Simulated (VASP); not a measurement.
Crystal: Ti.

```
Ti
1.0
     2.95000    0.00000    0.00000
    -1.47500    2.55477    0.00000
     0.00000    0.00000    4.68000
Ti
2
Direct
  0.33333 0.66667 0.25000
  0.66667 0.33333 0.75000
```

```yaml
Program: VASP 6.6.1
Task: relaxation of cell and atoms
Functional: PBEsol
Potentials_or_basis: VASP PAW PBE potentials, release 64 (Ti_sv)
Cutoff: 600 eV
k_mesh: 18 × 18 × 10
Occupations: methfessel-paxton, width 0.05 eV
Spin: no spin polarisation
```

At the start: pressure -6.0 GPa; volume 17.64 Å³/atom.

How do energy, volume and symmetry change on relaxing?

Over 3 steps the energy falls by 18.8 meV/atom and the volume is 16.68 Å³/atom (-5.4 %); space group P6_3/mmc (No. 194, to 0.1 Å) before and after.

Step by step:
```tsv
step	energy change (eV)	largest force (eV/Å)	pressure (GPa)	volume (Å³)
1	0.0000	0.0000	-6.01	35.27
2	-0.0154	0.0000	5.36	32.00
3	-0.0377	0.0000	-0.02	33.37
```

Final structure:
```xyz
2
Lattice="2.8976 0.0000 0.0000 -1.4488 2.5094 0.0000 0.0000 0.0000 4.5892" Properties=species:S:1:pos:R:3 pbc="T T T"
Ti    0.0000    1.6729    1.1473
Ti    1.4488    0.8365    3.4419
```

Caveat: the PAW data sets were made with another functional, which shifts forces and pressure a little.
